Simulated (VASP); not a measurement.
Input of a VASP 6.6.1 run:

INCAR

```
SYSTEM = Ta4O
PREC = Accurate ; ENCUT = 520
EDIFF = 1E-6 ; ISMEAR = 0
SIGMA = 0.15 ; LREAL = .FALSE.
LASPH = .TRUE. ; NELM = 80
ALGO = Normal ; ISIF = 2
LWAVE = .FALSE. ; LCHARG = .TRUE.
GGA = PE ; LELF = .TRUE.
LVHAR = .TRUE. ; NBANDS = 33
```

File KPOINTS:

```
Automatic mesh
0
G
  14 14 8
  0 0 0
```

POSCAR

```
Ta4O
1.0
    3.2547070451      0.0000000000      0.0000000000
    0.0000000000      3.2547070451      0.0000000000
    0.0000000000      0.0000000000      7.9500406600
Ta O
4 1
Direct
    0.0000000000      0.0000000000      0.5000000000
    0.5000000000      0.5000000000      0.7829127297
    0.5000000000      0.5000000000      0.2170872703
    0.0000000000      0.0000000000      0.0000000000
    0.5000000000      0.5000000000      0.5000000000
```

Potentials or basis: VASP PAW PBE potentials, release 64 (Ta_pv, O).

Command:

```sh
$ cat potpaw_PBE.64/Ta_pv/POTCAR potpaw_PBE.64/O/POTCAR > POTCAR
$ mpirun -np 1 vasp_std > vasp.out
```

(1) Estimate the band gap on the k mesh.

(2) Predict the largest force.

(3) Estimate the pressure.

Answers

(1) zero (bands 25 and 26 overlap by 0.81 eV).

(2) 0.386 eV/Å.

(3) -13.7 GPa.

Caveat: the cell differs from its parent crystal (strain +0.0750 x Voigt [0, 0, 1, 0, 0, 0]); the stress differs along the axes, from -20 to -11 GPa; spin-orbit coupling is left out, which moves the levels of the heavy elements.
